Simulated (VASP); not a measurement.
Runs of VASP 6.6.1 on CdInS2. The structure is that of space group P-3m1 (No. 164), or close to it. The cells are those of the table. 

| cell | gap on the mesh (eV) | pressure (GPa) | largest force (eV/Å) |
| --- | --- | --- | --- |
| a = 4.235, b = 4.235, c = 6.600 Å, angles 90.0, 90.0, 120.0°, 4 atoms | none | -5.6 | 0.16 |
| a = 4.150, b = 4.150, c = 6.873 Å, angles 90.0, 90.0, 120.0°, 4 atoms | none | (a) | 0.12 |
| a = 3.906, b = 3.906, c = 7.759 Å, angles 90.0, 90.0, 120.0°, 4 atoms | none | -6.8 | 0.05 |
| a = 4.067, b = 4.067, c = 7.157 Å, angles 90.0, 90.0, 120.0°, 4 atoms | none | -6.4 | 0.09 |

Alike in all rows: task single point; level PBE; potentials or basis VASP PAW PBE potentials, release 64 (Cd, In_d, S); no spin polarisation; k mesh 15 × 15 × 8; cutoff (eV) 520; smearing gaussian 0.15 eV.

Estimate the missing entries.

(a) -6.0.

Caveats: the cell stands under tension; spin-orbit coupling is left out, which moves the levels of the heavy elements.

A k mesh can miss the band edges, and the runs leave out spin-orbit coupling on Cd, In.

A gap of «none» marks levels without a gap at the run's occupations.
